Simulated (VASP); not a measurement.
# Ge in VASP: a series of runs

Runs on Ge. Level: LDA. Tasks: single point.

Everything below comes from runs of VASP 6.6.1. Logs are shortened: lines on timing, memory, paths and dates and some standing lists are left out, and cuts for length are marked.

**1. The cell of the first run**

It takes space group I4_1/amd (No. 141, tetragonal). Conventional cell: a = 5.149 Å, b = 5.149 Å, c = 2.795 Å, α = 90.00°, β = 90.00°, γ = 90.00°. Ge (site symmetry -4m2) has 10 Ge at 2.67 to 3.32 Å within 3.5 Å.

**2. Single point, LDA**

INCAR

```
PREC = Accurate
ENCUT = 520
EDIFF = 1E-6
ISMEAR = 1
SIGMA = 0.1
LREAL = False
LASPH = True
NELM = 60
ALGO = Normal
ISIF = 2
LWAVE = False
LCHARG = False
GGA = CA
NBANDS = 21
```

KPOINTS

```
regular mesh
0
Gamma
  7 7 7
```

POSCAR

```
Ge
1.0
   -2.5744897200      2.5744897200      1.3974126400
    2.5744897200     -2.5744897200      1.3974126400
    2.5744897200      2.5744897200     -1.3974126400
Ge
2
Direct
    0.2500000000      0.7500000000      0.5000000000
    0.5000000000      0.5000000000      0.0000000000
```

Potentials or basis: VASP PAW LDA potentials, release 64 (Ge_d).

The run is started by

```sh
cat potpaw_LDA.64/Ge_d/POTCAR > POTCAR
mpirun -np 1 vasp_std > vasp.out
```

OUTCAR:

```text
PREC = Accurate
   ENCUT = 520
   EDIFF = 1E-6
   ISMEAR = 1
   LREAL = False
   LASPH = True
   NELM = 60
   ISIF = 2
   GGA = CA

 ion  position               nearest neighbor table
   1  0.250  0.750  0.500-   2 2.67   2 2.67   2 2.67   2 2.67
   2  0.500  0.500  0.000-   1 2.67   1 2.67   1 2.67   1 2.67

  LATTYP: Found a body centered tetragonal cell.
 ALAT       =     5.1489794400
 C/A-ratio  =     0.5427920839

  Lattice vectors:

 A1 = (  -2.5744897200,   2.5744897200,   1.3974126400)
 A2 = (   2.5744897200,  -2.5744897200,   1.3974126400)
 A3 = (   2.5744897200,   2.5744897200,  -1.3974126400)

Analysis of symmetry for initial positions (statically):
=====================================================================
 Subroutine PRICEL returns:
 Original cell was already a primitive cell.

 Routine SETGRP: Setting up the symmetry group for a
 body centered tetragonal supercell.

 Subroutine GETGRP returns: Found 16 space group operations
 (whereof  8 operations were pure point group operations)
 out of a pool of 16 trial point group operations.

The static configuration has the point symmetry D_2d.
 The point group associated with its full space group is D_4h.

Analysis of symmetry for dynamics (positions and initial velocities):
=====================================================================
 Subroutine PRICEL returns:
 Original cell was already a primitive cell.

 Routine SETGRP: Setting up the symmetry group for a
 body centered tetragonal supercell.

 Subroutine GETGRP returns: Found 16 space group operations
 (whereof  8 operations were pure point group operations)
 out of a pool of 16 trial point group operations.

The dynamic configuration has the point symmetry D_2d.
 The point group associated with its full space group is D_4h.

 Subroutine INISYM returns: Found 16 space group operations
 (whereof  8 operations are pure point group operations),
 and found     1 'primitive' translations

----------------------------------------------------------------------------------------

                                     Primitive cell

  volume of cell :      37.0482

  direct lattice vectors                    reciprocal lattice vectors
    -2.574489720  2.574489720  1.397412640     0.000000000  0.194213244  0.357804120
     2.574489720 -2.574489720  1.397412640     0.194213244  0.000000000  0.357804120
     2.574489720  2.574489720 -1.397412640     0.194213244  0.194213244  0.000000000

  length of vectors
     3.899840602  3.899840602  3.899840602     0.407114938  0.407114938  0.274659004

  position of ions in fractional coordinates (direct lattice)
     0.250000000  0.750000000  0.500000000
     0.500000000  0.500000000  0.000000000

  ion indices of the primitive-cell ions
   primitive index   ion index
                 1           1
                 2           2

----------------------------------------------------------------------------------------

 KPOINTS: regular mesh

Automatic generation of k-mesh.
 Grid dimensions read from file:
 generate k-points for:    7    7    7

 Generating k-lattice:

  Cartesian coordinates                     Fractional coordinates (reciprocal lattice)
     0.000000000  0.027744749  0.051114874     0.142857143  0.000000000  0.000000000
     0.027744749  0.000000000  0.051114874     0.000000000  0.142857143  0.000000000
     0.027744749  0.027744749  0.000000000     0.000000000  0.000000000  0.142857143

  Length of vectors
     0.058159277  0.058159277  0.039237001

  Shift w.r.t. Gamma in fractional coordinates (k-lattice)
     0.000000000  0.000000000  0.000000000

 Subroutine IBZKPT returns following result:
 ===========================================

 Found     40 irreducible k-points:

 Following reciprocal coordinates:
            Coordinates               Weight
  0.000000  0.000000  0.000000      1.000000
  0.142857 -0.000000  0.000000      8.000000
  0.285714 -0.000000  0.000000      8.000000
  0.428571  0.000000 -0.000000      8.000000
  0.142857  0.142857  0.000000      8.000000
  0.285714  0.142857  0.000000     16.000000
[... 16 lines left out ...]
 -0.142857  0.285714  0.142857      8.000000
 -0.428571  0.428571  0.142857      8.000000
 [... further k-points ...]
   k-points           NKPTS =     40   k-points in BZ     NKDIM =     40   number of bands    NBANDS=     21
   number of dos      NEDOS =    301   number of ions     NIONS =      2
   total plane-waves  NPLWV =  27000
   dimension x,y,z NGX =    30 NGY =   30 NGZ =   30
   dimension x,y,z NGXF=    60 NGYF=   60 NGZF=   60
   ions per type =               2
   NGX,Y,Z   is equivalent  to a cutoff of  12.79, 12.79, 12.79 a.u.
   NGXF,Y,Z  is equivalent  to a cutoff of  25.58, 25.58, 25.58 a.u.
 SYSTEM =  unknown system
   PREC   = accura    normal or accurate (medium, high low for compatibility)
   ISTART =      0    job   : 0-new  1-cont  2-samecut
   ICHARG =      2    charge: 1-file 2-atom 10-const
   ISPIN  =      1    spin polarized calculation?
   LNONCOLLINEAR =      F non collinear calculations
   LSORBIT =      F    spin-orbit coupling
   LASPH  =      T    aspherical Exc in radial PAW
   ENCUT  =  520.0 eV  38.22 Ry    6.18 a.u.   7.25  7.25  7.25*2*pi/ulx,y,z
   NELM   =     60;   NELMIN=  2; NELMDL= -5     # of ELM steps
   EDIFF  = 0.1E-05   stopping-criterion for ELM
   LREAL  =      F    real-space projection
   EDIFFG = 0.1E-04   stopping-criterion for IOM
   NSW    =      0    number of steps for IOM
   IBRION =     -1    ionic relax: 0-MD 1-quasi-New 2-CG
   NFREE  =      0    steps in history (QN), initial steepest desc. (CG)
   ISIF   =      2    stress and relaxation
   ISYM   =      2    0-nonsym 1-usesym 2-fastsym
   POTIM  = 0.5000    time-step for ionic-motion
   TEBEG  =    0.0;   TEEND  =   0.0 temperature during run
   PSTRESS=    0.0 pullay stress
   NELECT =      28.0000    total number of electrons
   NUPDOWN=      -1.0000    fix difference up-down
   EMIN   =  10.00;   EMAX   =-10.00  energy-range for DOS
   EFERMI =   0.00;   METHOD = LEGACY
   ISMEAR =     1;   SIGMA  =   0.10  broadening in eV -4-tet -1-fermi 0-gaus
   EFERMI_NEDOS =   21; number of points for ismear=-14 and -15
   IALGO  =     38    algorithm
   IMIX   =      4    mixing-type and parameters
     AMIX     =   0.40;   BMIX     =  1.00
     AMIX_MAG =   1.60;   BMIX_MAG =  1.00
  volume/ion in A,a.u.               =      18.52       125.01
  Fermi-wavevector in a.u.,A,eV,Ry     =   1.491209  2.817976 30.255333  2.223704
  Thomas-Fermi vector in A             =   2.603893
   LORBIT       =      0    0 simple, 1 ext, 2 COOP (PROOUT), +10 PAW based schemes
   GGA     = CA    functional components
   LHFCALC =     F    Hartree Fock is set to
   AEXX    =    0.0000 exact exchange contribution
   IVDW    =     0    specifies the selected vdW correction
   LEPSILON=     F    determine dielectric tensor
   LRPA    =     F    only Hartree local field effects (RPA)
 non-spin polarized calculation
 Methfessel and Paxton  Order N= 1 SIGMA  =   0.10
  energy-cutoff  :      520.00
  volume of cell :       37.05
 maximum number of plane-waves:      1013
 NGX is ok and might be reduce to    30
   NGX = 15   NGY = 15   NGZ = 15

 number of electron      28.0000028 magnetization

 Free energy of the ion-electron system (eV)
  ---------------------------------------------------
  ext. energy  EPLUGINS =         0.00000000
  ---------------------------------------------------
  free energy    TOTEN  =       -10.05472554 eV

  energy without entropy =      -10.05371355  energy(sigma->0) =      -10.05438821

 E-fermi :   6.4785     XC(G=0): -11.6071

 val. band max:        6.4244490841   @ k =  -0.2857   0.2857   0.0000
 cond. band min:       6.5062257587   @ k =   0.1429   0.1429   0.0000
 fundamental gap:      0.0817766746
 Fermi energy:         6.4785029351

 k-point     1 :       0.0000    0.0000    0.0000
  band No.  band energies     occupation
      1     -18.3223      2.00000
      2     -18.2751      2.00000
      3     -18.2459      2.00000
      4     -18.2426      2.00000
      5     -18.1378      2.00000
      6     -18.1378      2.00000
[... 13 lines left out ...]
     20      18.1453      0.00000
     21      19.1345      0.00000

 k-point     2 :       0.1429   -0.0000    0.0000
  band No.  band energies     occupation
      1     -18.3141      2.00000
      2     -18.2497      2.00000
      3     -18.2359      2.00000
      4     -18.2132      2.00000
      5     -18.1556      2.00000
      6     -18.1497      2.00000
[... 13 lines left out ...]
     20      17.1461      0.00000
     21      17.6586      0.00000

 k-point     3 :       0.2857   -0.0000    0.0000
  band No.  band energies     occupation
      1     -18.2939      2.00000
      2     -18.2162      2.00000
      3     -18.2122      2.00000
      4     -18.1930      2.00000
      5     -18.1824      2.00000
      6     -18.1530      2.00000
[... 13 lines left out ...]
     20      15.0346      0.00000
     21      17.5738      0.00000

 k-point     4 :       0.4286    0.0000   -0.0000
  band No.  band energies     occupation
      1     -18.2783      2.00000
      2     -18.2253      2.00000
      3     -18.2228      2.00000
      4     -18.1990      2.00000
      5     -18.1753      2.00000
      6     -18.1689      2.00000
[... 13 lines left out ...]
     20      17.2536      0.00000
     21      19.3432      0.00000

 k-point     5 :       0.1429    0.1429    0.0000
  band No.  band energies     occupation
      1     -18.3006      2.00000
      2     -18.2197      2.00000
      3     -18.2120      2.00000
      4     -18.1823      2.00000
      5     -18.1700      2.00000
      6     -18.1635      2.00000
[... 13 lines left out ...]
     20      15.4840      0.00000
     21      16.1067      0.00000

 k-point     6 :       0.2857    0.1429    0.0000
  band No.  band energies     occupation
      1     -18.2876      2.00000
      2     -18.2265      2.00000
      3     -18.2031      2.00000
      4     -18.1982      2.00000
      5     -18.1770      2.00000
      6     -18.1735      2.00000
[... 13 lines left out ...]
     20      16.0644      0.00000
     21      17.4815      0.00000

 k-point     7 :       0.4286    0.1429    0.0000
  band No.  band energies     occupation
      1     -18.2755      2.00000
      2     -18.2327      2.00000
      3     -18.2207      2.00000
      4     -18.1888      2.00000
      5     -18.1782      2.00000
      6     -18.1601      2.00000
[... 13 lines left out ...]
     20      17.5047      0.00000
     21      18.1242      0.00000
[... 291 lines left out ...]
      1     -18.2701      2.00000
      2     -18.2502      2.00000
      3     -18.2214      2.00000
      4     -18.2118      2.00000
      5     -18.1575      2.00000
      6     -18.1356      2.00000
[... 13 lines left out ...]
     20      15.1763      0.00000
     21      16.6814      0.00000

 k-point    21 :       0.4286    0.2857    0.1429
  band No.  band energies     occupation
      1     -18.2596      2.00000
      2     -18.2335      2.00000
      3     -18.2167      2.00000
      4     -18.2139      2.00000
      5     -18.1659      2.00000
      6     -18.1332      2.00000
[... 13 lines left out ...]
     20      17.5094      0.00000
     21      19.4743      0.00000

 k-point    22 :      -0.2857    0.2857    0.1429
  band No.  band energies     occupation
      1     -18.2843      2.00000
      2     -18.2675      2.00000
      3     -18.2653      2.00000
      4     -18.2031      2.00000
      5     -18.1539      2.00000
      6     -18.1303      2.00000
[... 13 lines left out ...]
     20      19.0152      0.00000
     21      19.1889      0.00000

 k-point    23 :      -0.1429    0.2857    0.1429
  band No.  band energies     occupation
      1     -18.2802      2.00000
      2     -18.2523      2.00000
      3     -18.2393      2.00000
      4     -18.2056      2.00000
      5     -18.1518      2.00000
      6     -18.1422      2.00000
[... 13 lines left out ...]
     20      18.5539      0.00000
     21      19.7087      0.00000

 k-point    24 :      -0.4286    0.4286    0.1429
  band No.  band energies     occupation
      1     -18.2812      2.00000
      2     -18.2754      2.00000
      3     -18.2284      2.00000
      4     -18.1858      2.00000
      5     -18.1699      2.00000
      6     -18.1392      2.00000
[... 13 lines left out ...]
     20      18.7689      0.00000
     21      19.0031      0.00000

 [... further k-points ...]

------------------------ aborting loop because EDIFF is reached ----------------------------------------

  FORCE on cell =-STRESS in cart. coord.  units (eV):
  Direction    XX          YY          ZZ          XY          YZ          ZX
  --------------------------------------------------------------------------------------
  -------------------------------------------------------------------------------------
  Total       -0.7947336     -0.7947336     -0.4172737      0.0000000      0.0000000      0.0000000
  in kB      -34.3688630    -34.3688630    -18.0453201      0.0000000      0.0000000      0.0000000
  external PRESSURE =     -28.9276820 kB  Pullay stress =       0.0000000 kB

 VOLUME and BASIS-vectors are now :
 -----------------------------------------------------------------------------
  energy-cutoff  :      520.00
  volume of cell :       37.05
      direct lattice vectors                 reciprocal lattice vectors
    -2.574489720  2.574489720  1.397412640     0.000000000  0.194213244  0.357804120
     2.574489720 -2.574489720  1.397412640     0.194213244  0.000000000  0.357804120
     2.574489720  2.574489720 -1.397412640     0.194213244  0.194213244  0.000000000

 POSITION                                       TOTAL-FORCE (eV/Angst)
 -----------------------------------------------------------------------------------
      2.57449      0.00000      0.69871         0.000000      0.000000      0.000000
      0.00000      0.00000      1.39741        -0.000000     -0.000000     -0.000000
 -----------------------------------------------------------------------------------
    total drift:                                0.000000     -0.000000      0.000000

  FREE ENERGIE OF THE ION-ELECTRON SYSTEM (eV)
  ---------------------------------------------------
  free  energy   TOTEN  =       -10.0547255402 eV

  energy  without entropy=      -10.0537135478  energy(sigma->0) =      -10.05438821
```

Run time: 48 s. Hardware: 1 thread of Intel Xeon 8259CL, shared host; peak memory 0.16 GiB.

What came out:

```
Free energy            : -10.0547 eV
Pressure               : -2.9 GPa
Band gap on the k mesh : zero (bands 14 and 15 overlap by 4.16 eV)
```

Caveat: the k points lie up to 0.37 Å⁻¹ apart, too coarse for converged energies and pressures of a metal.

[end of part 1 of 2]
